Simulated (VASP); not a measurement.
Set up this calculation in VASP 6.6.1, as the native input.

```yaml
Task: single point
Functional: BLYP
Potentials_or_basis: VASP PAW PBE potentials, release 64 (Mo_sv)
Cutoff: 520 eV
k_mesh: 14 × 14 × 14
Occupations: fermi-dirac, width 0.1 eV
Spin: non-collinear spin, zero start, spin-orbit coupling
Starting_moments: "[[0.0, 0.0, 0.0]] μB"
Dipole_correction: no
Further_INCAR_settings: ALGO = Normal; EDIFF = 1e-07; NBANDS = 25
```

The structure of Mo lies in POSCAR:

```
Mo
1.0
   -1.6016412095      1.6016412095      1.6016412095
    1.6016412095     -1.6016412095      1.6016412095
    1.6016412095      1.6016412095     -1.6016412095
Mo
1
Direct
    0.0000000000      0.0000000000      0.0000000000
```

The input as run:

INCAR

```
PREC     = Accurate       # precision mode
ENCUT    = 520            # plane-wave cutoff, eV
EDIFF    = 1E-7           # SCF threshold, eV
ISMEAR   = -1             # smearing method
SIGMA    = 0.1            # smearing width, eV
LREAL    = F              # projectors in reciprocal space
LASPH    = T              # aspherical terms in the spheres
NELM     = 150            # most SCF steps
ALGO     = Normal         # electronic algorithm
ISIF     = 2              # what is computed and relaxed
LWAVE    = F              # write WAVECAR
LCHARG   = F              # write CHGCAR
LNONCOLLINEAR= T              # non-collinear magnetism
MAGMOM   = 0 0 0          # initial moments
LORBIT   = 11             # projections on sites
LSORBIT  = T              # spin-orbit coupling
GGA_COMPAT= F            
LORBMOM  = T            
LMAXMIX  = 4              # l up to which the mixer works
GGA      = B5             # functional
ALDAX    = 1.0          
AGGAX    = 1.0          
AGGAC    = 1.0          
ALDAC    = 0.0          
NBANDS   = 25             # bands
```

KPOINTS

```
regular mesh
0
Gamma
  14 14 14
```

Potentials or basis: VASP PAW PBE potentials, release 64 (Mo_sv).

Launch:

```bash
$ cat potpaw_PBE.64/Mo_sv/POTCAR > POTCAR
$ mpirun -np 1 vasp_ncl > vasp.out
```

It gave:

| Item | Value |
| --- | --- |
| Pressure | 1.0 GPa |
| Net moment | 0.00 μB per cell |
| Valence electrons inside the program's atomic spheres | Mo 12.45 |

Caveat: the PAW data sets were made with another functional, which shifts forces and pressure a little.

Wall time 3.4 min on 1 thread of AMD EPYC 7R13, on a shared host, peak memory 0.2 GiB.
